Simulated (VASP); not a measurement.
# ZnO (P6_3mc) in VASP: a series of runs

ZnO is run at these levels: LDA; tasks: single point.

All numbers are computed with VASP 6.6.1; they aren't measurements. Logs are shortened: lines on timing, memory, paths and dates and some standing lists are left out, and cuts for length are marked.

### 1 The cell of the first run

The structure is hexagonal, space group P6_3mc (No. 186). The conventional cell has a = 3.250 Å, b = 3.250 Å, c = 5.205 Å, α = 90.00°, β = 90.00°, γ = 120.00°. Within 2.6 Å of Zn (site symmetry 3m) lie 4 O at 1.97 to 1.99 Å. Within 2.6 Å of O (site symmetry 3m) lie 4 Zn at 1.97 to 1.99 Å.

### 2 Single point, LDA

INCAR reads:

```
SYSTEM = ZnO
PREC = Accurate ; ENCUT = 1340
EDIFF = 1E-6 ; ISMEAR = 0
SIGMA = 0.1 ; LREAL = .FALSE.
LASPH = .TRUE. ; NELM = 120
ALGO = Normal ; ISIF = 2
LWAVE = .FALSE. ; LCHARG = .FALSE.
NBANDS = 26 ; GGA_COMPAT = .FALSE.
```

KPOINTS reads:

```
regular mesh
0
G
  6 6 4
  0 0 0
```

POSCAR reads:

```
ZnO
1.0
    3.2500000000      0.0000000000      0.0000000000
   -1.6250000000      2.8145825623      0.0000000000
    0.0000000000      0.0000000000      5.2050000000
Zn O
2 2
Direct
    0.3333333333      0.6666666667      0.0000000000
    0.6666666667      0.3333333333      0.5000000000
    0.3333333333      0.6666666667      0.3820000000
    0.6666666667      0.3333333333      0.8820000000
```

Potentials or basis: VASP PAW LDA potentials, release 64 (Zn, O_h).

Launch:

```console
> cat potpaw_LDA.64/Zn/POTCAR potpaw_LDA.64/O_h/POTCAR > POTCAR
> mpirun -np 1 vasp_std > vasp.out
```

OUTCAR:

```text
SYSTEM = ZnO
   PREC = Accurate
   ENCUT = 1340
   EDIFF = 1E-6
   ISMEAR = 0
   LREAL = .FALSE.
   LASPH = .TRUE.
   NELM = 120
   ISIF = 2

 ion  position               nearest neighbor table
   1  0.333  0.667  0.000-   4 1.97   4 1.97   4 1.97   3 1.99
   2  0.667  0.333  0.500-   3 1.97   3 1.97   3 1.97   4 1.99
   3  0.333  0.667  0.382-   2 1.97   2 1.97   2 1.97   1 1.99
   4  0.667  0.333  0.882-   1 1.97   1 1.97   1 1.97   2 1.99

  LATTYP: Found a hexagonal cell.
 ALAT       =     3.2500000000
 C/A-ratio  =     1.6015384615

  Lattice vectors:

 A1 = (   3.2500000000,   0.0000000000,   0.0000000000)
 A2 = (  -1.6250000000,   2.8145825623,   0.0000000000)
 A3 = (   0.0000000000,   0.0000000000,   5.2050000000)

Analysis of symmetry for initial positions (statically):
=====================================================================
 Subroutine PRICEL returns:
 Original cell was already a primitive cell.

 Routine SETGRP: Setting up the symmetry group for a
 hexagonal supercell.

 Subroutine GETGRP returns: Found 12 space group operations
 (whereof  6 operations were pure point group operations)
 out of a pool of 24 trial point group operations.

The static configuration has the point symmetry C_3v.
 The point group associated with its full space group is C_6v.

Analysis of symmetry for dynamics (positions and initial velocities):
=====================================================================
 Subroutine PRICEL returns:
 Original cell was already a primitive cell.

 Routine SETGRP: Setting up the symmetry group for a
 hexagonal supercell.

 Subroutine GETGRP returns: Found 12 space group operations
 (whereof  6 operations were pure point group operations)
 out of a pool of 24 trial point group operations.

The dynamic configuration has the point symmetry C_3v.
 The point group associated with its full space group is C_6v.

 Subroutine INISYM returns: Found 12 space group operations
 (whereof  6 operations are pure point group operations),
 and found     1 'primitive' translations

----------------------------------------------------------------------------------------

                                     Primitive cell

  volume of cell :      47.6122

  direct lattice vectors                    reciprocal lattice vectors
     3.250000000  0.000000000  0.000000000     0.307692308  0.177646237  0.000000000
[... 79 lines left out ...]
   ICHARG =      2    charge: 1-file 2-atom 10-const
   ISPIN  =      1    spin polarized calculation?
   LNONCOLLINEAR =      F non collinear calculations
   LSORBIT =      F    spin-orbit coupling
   LASPH  =      T    aspherical Exc in radial PAW
   ENCUT  = 1340.0 eV  98.49 Ry    9.92 a.u.   9.70  9.70 15.54*2*pi/ulx,y,z
   NELM   =    120;   NELMIN=  2; NELMDL= -5     # of ELM steps
   EDIFF  = 0.1E-05   stopping-criterion for ELM
   LREAL  =      F    real-space projection
[... 7 lines left out ...]
   TEBEG  =    0.0;   TEEND  =   0.0 temperature during run
   PSTRESS=    0.0 pullay stress
   NELECT =      36.0000    total number of electrons
   NUPDOWN=      -1.0000    fix difference up-down
   EMIN   =  10.00;   EMAX   =-10.00  energy-range for DOS
   EFERMI =   0.00;   METHOD = LEGACY
   ISMEAR =     0;   SIGMA  =   0.10  broadening in eV -4-tet -1-fermi 0-gaus
   EFERMI_NEDOS =   21; number of points for ismear=-14 and -15
   IALGO  =     38    algorithm
   IMIX   =      4    mixing-type and parameters
     AMIX     =   0.40;   BMIX     =  1.00
     AMIX_MAG =   1.60;   BMIX_MAG =  1.00
  volume/ion in A,a.u.               =      11.90        80.33
  Fermi-wavevector in a.u.,A,eV,Ry     =   1.491430  2.818395 30.264315  2.224364
  Thomas-Fermi vector in A             =   2.604086
   LORBIT       =      0    0 simple, 1 ext, 2 COOP (PROOUT), +10 PAW based schemes
   GGA     = CA    functional components
   LHFCALC =     F    Hartree Fock is set to
   AEXX    =    0.0000 exact exchange contribution
   IVDW    =     0    specifies the selected vdW correction
   LEPSILON=     F    determine dielectric tensor
   LRPA    =     F    only Hartree local field effects (RPA)
 non-spin polarized calculation
 Gauss-broadening in eV      SIGMA  =   0.10
  energy-cutoff  :     1340.00
  volume of cell :       47.61
 maximum number of plane-waves:      5336
 NGX is ok and might be reduce to    40
   NGX = 19   NGY = 19   NGZ = 31

 number of electron      36.0000002 magnetization

 Free energy of the ion-electron system (eV)
  ---------------------------------------------------
  ext. energy  EPLUGINS =         0.00000000
  ---------------------------------------------------
  free energy    TOTEN  =       -21.13565217 eV

  energy without entropy =      -21.13565217  energy(sigma->0) =      -21.13565217

 E-fermi :   1.5790     XC(G=0): -11.4658

 val. band max:        1.2031296073   @ k =   0.0000   0.0000   0.0000
 cond. band min:       1.9457756021   @ k =   0.0000   0.0000   0.0000
 fundamental gap:      0.7426459948
 Fermi energy:         1.5789548318

 k-point     1 :       0.0000    0.0000    0.0000
  band No.  band energies     occupation
      1     -16.5945      2.00000
      2     -15.8204      2.00000
      3      -4.5780      2.00000
      4      -4.5780      2.00000
      5      -4.4942      2.00000
      6      -4.4733      2.00000
[... 598 lines left out ...]
     25      16.7304      0.00000
     26      16.7322      0.00000

------------------------ aborting loop because EDIFF is reached ----------------------------------------

  FORCE on cell =-STRESS in cart. coord.  units (eV):
  Direction    XX          YY          ZZ          XY          YZ          ZX
  --------------------------------------------------------------------------------------
  -------------------------------------------------------------------------------------
  Total       -1.9169236     -1.9169236     -1.7380529      0.0000000      0.0000000      0.0000000
  in kB      -64.5055808    -64.5055808    -58.4864793      0.0000000      0.0000000      0.0000000
  external PRESSURE =     -62.4992136 kB  Pullay stress =       0.0000000 kB

 VOLUME and BASIS-vectors are now :
 -----------------------------------------------------------------------------
  energy-cutoff  :     1340.00
  volume of cell :       47.61
      direct lattice vectors                 reciprocal lattice vectors
     3.250000000  0.000000000  0.000000000     0.307692308  0.177646237  0.000000000
    -1.625000000  2.814582562  0.000000000     0.000000000  0.355292473  0.000000000
     0.000000000  0.000000000  5.205000000     0.000000000  0.000000000  0.192122959

 POSITION                                       TOTAL-FORCE (eV/Angst)
 -----------------------------------------------------------------------------------
     -0.00000      1.87639      0.00000        -0.000000      0.000000      0.037795
      1.62500      0.93819      2.60250        -0.000000     -0.000000      0.037795
     -0.00000      1.87639      1.98831         0.000000     -0.000000     -0.037795
      1.62500      0.93819      4.59081        -0.000000      0.000000     -0.037795
 -----------------------------------------------------------------------------------
    total drift:                               -0.000000      0.000000     -0.000062

  FREE ENERGIE OF THE ION-ELECTRON SYSTEM (eV)
  ---------------------------------------------------
  free  energy   TOTEN  =       -21.1356521669 eV

  energy  without entropy=      -21.1356521658  energy(sigma->0) =      -21.13565217
```

OSZICAR:

```text
N       E                     dE             d eps       ncg     rms          rms(c)
DAV:   1     0.427368855616E+03    0.42737E+03   -0.31355E+04  1116   0.377E+03
DAV:   2     0.534349301776E+02   -0.37393E+03   -0.35238E+03  1116   0.655E+02
DAV:   3    -0.200139607063E+02   -0.73449E+02   -0.70625E+02  1344   0.212E+02
DAV:   4    -0.241262592634E+02   -0.41123E+01   -0.40749E+01  1198   0.564E+01
DAV:   5    -0.241682524453E+02   -0.41993E-01   -0.41963E-01  1252   0.572E+00    0.145E+01
DAV:   6    -0.210433943524E+02    0.31249E+01   -0.57357E+00  1798   0.612E+01    0.904E+00
DAV:   7    -0.212082661133E+02   -0.16487E+00   -0.27020E+00  1354   0.168E+01    0.548E+00
DAV:   8    -0.211828063215E+02    0.25460E-01   -0.60194E-01  1470   0.675E+00    0.180E+00
DAV:   9    -0.211344947182E+02    0.48312E-01   -0.82405E-02  1576   0.554E+00    0.459E-01
DAV:  10    -0.211356260336E+02   -0.11313E-02   -0.39477E-02  1102   0.167E+00    0.689E-02
DAV:  11    -0.211357183490E+02   -0.92315E-04   -0.11111E-03  1342   0.784E-01    0.534E-02
DAV:  12    -0.211356535937E+02    0.64755E-04   -0.29785E-04  1298   0.518E-01    0.160E-02
DAV:  13    -0.211356529070E+02    0.68671E-06   -0.36934E-05  1338   0.541E-02    0.887E-03
DAV:  14    -0.211356521669E+02    0.74004E-06   -0.19112E-06   810   0.206E-02
   1 F= -.21135652E+02 E0= -.21135652E+02  d E =-.113695E-08
```

Wall time 65 s (1 thread of Intel Xeon Platinum 8488C (Sapphire Rapids), shared host); peak memory 0.29 GiB.

Results:

```yaml
Free_energy: -21.1357 eV
Pressure: -6.2 GPa
Largest_force: 0.038 eV/Å
Band_gap_on_the_k_mesh: 0.74 eV
```

Forces on the atoms (eV/Å):
```
Zn   0.000  0.000  0.038
Zn   0.000  0.000  0.038
O    0.000  0.000 -0.038
O    0.000  0.000 -0.038
```

Stress tensor (GPa, compression positive):
```
-6.45  0.00  0.00
 0.00 -6.45  0.00
 0.00  0.00 -5.85
```

Caveat: the cell stands under tension; semilocal functionals underestimate gaps, and a narrow one can read as zero.

### 3 Single point, LDA (atoms moved along the polar distortion)

INCAR reads:

```
SYSTEM = ZnO
ALGO = Normal
EDIFF = 1E-6
ENCUT = 1340
GGA = CA
GGA_COMPAT = .FALSE.
ISIF = 2
ISMEAR = 0
LASPH = .TRUE.
LCHARG = .TRUE.
LELF = .TRUE.
LREAL = .FALSE.
LVHAR = .TRUE.
LWAVE = .FALSE.
NBANDS = 26
NELM = 120
PREC = Accurate
SIGMA = 0.01
```

KPOINTS reads:

```
k-points
0
G
  9 9 6
  0 0 0
```

POSCAR reads:

```
ZnO
1.0
    3.1873357838      0.0000000000      0.0000000000
   -1.5936678919      2.7603137592      0.0000000000
    0.0000000000      0.0000000000      5.1528329312
Zn O
2 2
Direct
    0.3333333333      0.6666666667      0.0017883233
    0.6666666667      0.3333333333      0.5017883233
    0.3333333333      0.6666666667      0.3802116767
    0.6666666667      0.3333333333      0.8802116767
```

Potentials or basis: VASP PAW LDA potentials, release 64 (Zn, O_h).

Launch:

```console
> cat potpaw_LDA.64/Zn/POTCAR potpaw_LDA.64/O_h/POTCAR > POTCAR
> mpirun -np 1 vasp_std > vasp.out
```

Wall time 3.3 min (1 thread of Intel Xeon Platinum 8259CL at 2.50GHz (Skylake/Cascade Lake), shared host); peak memory 0.37 GiB.

It converged, with:

```
Free energy            : -21.1746 eV
Pressure               : 1.1 GPa
Band gap on the k mesh : 0.81 eV
```

Levels at points of the mesh, in eV from the valence-band top:
```csv
k point,band 14,band 15,band 16,band 17,band 18,band 19,band 20,band 21,band 22,band 23
"(0.00, 0.00, 0.00)",-0.86,-0.86,-0.10,0.00,0.00,0.81,5.30,8.20,12.97,12.97
"(0.00, 0.00, 0.50)",-2.32,-0.43,-0.43,-0.43,-0.43,3.50,3.50,10.06,10.06,13.27
```

Caveat: the cell differs from its parent crystal (atoms moved along the polar distortion).
